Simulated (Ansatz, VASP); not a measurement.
**One calculation of F, two programs**

Contents of INCAR:

```
PREC = Accurate
ENCUT = 520
EDIFF = 1E-7
ISMEAR = 0
SIGMA = 0.02
LREAL = F
LASPH = T
NELM = 60
ALGO = Normal
ISIF = 2
LWAVE = F
LCHARG = T
GGA = PE
LELF = T
LVHAR = T
NBANDS = 22
```

KPOINTS

```
regular mesh
0
Gamma
  6 6 4
```

POSCAR

```
F
1.0
    2.7500000000     -1.6400000000      0.0000000000
    2.7500000000      1.6400000000      0.0000000000
   -1.5347200000      0.0000000000      7.1163900000
F
4
Direct
    0.9680000000      0.6020000000      0.0997000000
    0.3980000000      0.0320000000      0.4003000000
    0.0320000000      0.3980000000      0.9003000000
    0.6020000000      0.9680000000      0.5997000000
```

Input for Ansatz:

```yaml
crystal:
  lattice:
    - [2.75, -1.64, 0.0]
    - [2.75, 1.64, 0.0]
    - [-1.53472, 0.0, 7.11639]
  atoms:
    - { symbol: F, position: [0.968, 0.602, 0.0997] }
    - { symbol: F, position: [0.398, 0.032, 0.4003] }
    - { symbol: F, position: [0.032, 0.398, 0.9003] }
    - { symbol: F, position: [0.602, 0.968, 0.5997] }
basis:
  ecutwfc: 420
kpoints:
  mp_grid: { grid: [6, 6, 4] }
hamiltonian:
  xc: pbe
scf:
  occupations: { method: gaussian, width: 0.02 }
output:
  forces: true
  stress: true
  eigenvalues: true
```

Alike in both runs: task single point; functional PBE; k mesh 6 × 6 × 4; occupations gaussian, width 0.02 eV; no spin polarisation.

|  | VASP | Ansatz |
| --- | --- | --- |
| version | VASP 6.6.1 | Ansatz 0.2.0 |
| potentials or method | VASP PAW PBE potentials, release 64 (F), cutoff 520 eV | scalar-relativistic, plane waves, PAW |
| valence electrons in the cell | 28 | 28 |

|  | VASP | Ansatz | Ansatz less VASP |
| --- | --- | --- | --- |
| gap on the k mesh at the Fermi level (eV) | 1.92 | 1.98 | +0.053 |
| least direct gap on the mesh (eV) | 1.92 | 1.98 | +0.053 |
| pressure (GPa) | -4.0 | -4.1 | -0.10 |
| traceless stress, the component that is largest in VASP (GPa) | -7.45 | -8.58 | -1.133 |
| rms of the force components (eV/Å) | 0.961 | 1.110 | +0.1487 |

Atom by atom the forces differ by 0.149 eV/Å (rms over components). The functional is the same, so the differences come from potentials, cutoffs and numerics.
